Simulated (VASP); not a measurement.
Set up this calculation in VASP 6.6.1, as the native input.

| Item | Value |
| --- | --- |
| Task | single point |
| Functional | HSE06 |
| Potentials or basis | VASP PAW PBE potentials, release 64 (K_sv, Cl) |
| Cutoff | 520 eV |
| k mesh | 6 × 6 × 6 |
| Occupations | gaussian, width 0.01 eV |
| Spin | no spin polarisation |
| Dipole correction | no |
| Grid for exact exchange (PRECFOCK) | Normal |
| Further INCAR settings | ALGO = Normal; EDIFF = 1e-06; NBANDS = 15 |
| Share of exact exchange | 0.25 |
| Screening parameter | 0.2079 1/Å |

KCl:

```
K Cl
1.0
     3.98914    0.00000    0.00000
     0.00000    3.77117    0.00000
     0.00000    0.00000    3.77117
K Cl
1 1
Cartesian
  0.0000 0.0000 0.0000
  1.9946 1.8856 1.8856
```

This cell differs from its parent crystal: uniaxial x strain +5.8%.

One way to write it, as run:

POSCAR

```
KCl
1.0
    3.9891418156      0.0000000000      0.0000000000
    0.0000000000      3.7711682885      0.0000000000
    0.0000000000      0.0000000000      3.7711682885
K Cl
1 1
Direct
    0.0000000000      0.0000000000      0.0000000000
    0.5000000000      0.5000000000      0.5000000000
```

INCAR.step1

```
SYSTEM = KCl
PREC = Accurate
ENCUT = 520
EDIFF = 1E-5
ISMEAR = 0
SIGMA = 0.01
LREAL = .FALSE.
LASPH = .TRUE.
NELM = 60
ALGO = Normal
ISIF = 2
LWAVE = .TRUE.
NBANDS = 15
GGA = PE
KPAR = 2
```

INCAR.step2

```
SYSTEM = KCl
PREC = Accurate
ENCUT = 520
EDIFF = 1E-6
ISMEAR = 0
SIGMA = 0.01
LREAL = .FALSE.
LASPH = .TRUE.
NELM = 60
ALGO = Normal
ISIF = 2
LWAVE = .FALSE.
LCHARG = .TRUE.
GGA = PE
LHFCALC = .TRUE.
HFSCREEN = 0.2079
PRECFOCK = Normal
LVHAR = .TRUE.
NBANDS = 15
ISTART = 1
KPAR = 2
```

KPOINTS

```
Automatic mesh
0
G
  6 6 6
  0 0 0
```

Potentials or basis: VASP PAW PBE potentials, release 64 (K_sv, Cl).

Launch:

```bash
$ cat potpaw_PBE.64/K_sv/POTCAR potpaw_PBE.64/Cl/POTCAR > POTCAR
$ cp INCAR.step1 INCAR
$ mpirun -np 2 vasp_std > vasp.out
$ cp INCAR.step2 INCAR
$ mpirun -np 2 vasp_std > vasp.out
```

It gave:

- Pressure: -0.5 GPa
- Band gap on the k mesh: 5.97 eV (least direct gap 6.17 eV)

Caveat: the cell differs from its parent crystal (uniaxial x strain +5.8%); the structure was generated, so it needn't be the stable form of KCl; the PAW data sets were made with another functional, which shifts forces and pressure a little.

It took 35 min on 2 MPI ranks on Intel(R) Xeon(R) Platinum 8259CL CPU @ 2.50GHz (Skylake/Cascade Lake), with other jobs on the host, peak memory 0.29 GiB a rank.
